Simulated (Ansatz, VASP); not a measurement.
**MoS2 in VASP and in Ansatz**

```xyz
3
Lattice="3.2388 0.0000 0.0000 -1.6194 2.8049 0.0000 0.0000 0.0000 5.6092" Properties=species:S:1:pos:R:3 pbc="T T T"
Mo    0.0000    0.0000    2.8046
S     0.0000    1.8699    1.2525
S     1.6194    0.9350    4.3566
```

Alike in both runs: functional BLYP; dispersion D3(BJ); k mesh 10 × 10 × 5; occupations fermi-dirac, width 0.15 eV; no spin polarisation.

Ansatz relaxed the structure, and its values are those at the end. VASP's run is a single point on that final structure, the one shown.

```csv
,VASP,Ansatz
version,VASP 6.6.1,Ansatz 0.2.0
potentials or method,"VASP PAW PBE potentials, release 64 (Mo_sv, S), cutoff 520 eV","plane waves, PAW"
valence electrons in the cell,26,26
```

VASP gave:

| Quantity | Value |
| --- | --- |
| pressure (GPa) | 0.0 |
| rms of the force components (eV/Å) | 0.004 |

Question: Estimate Ansatz's values.

Answer: Pressure (GPa): 0.0; rms of the force components (eV/Å): 0.000.

VASP's potentials were made for PBE, not for BLYP.
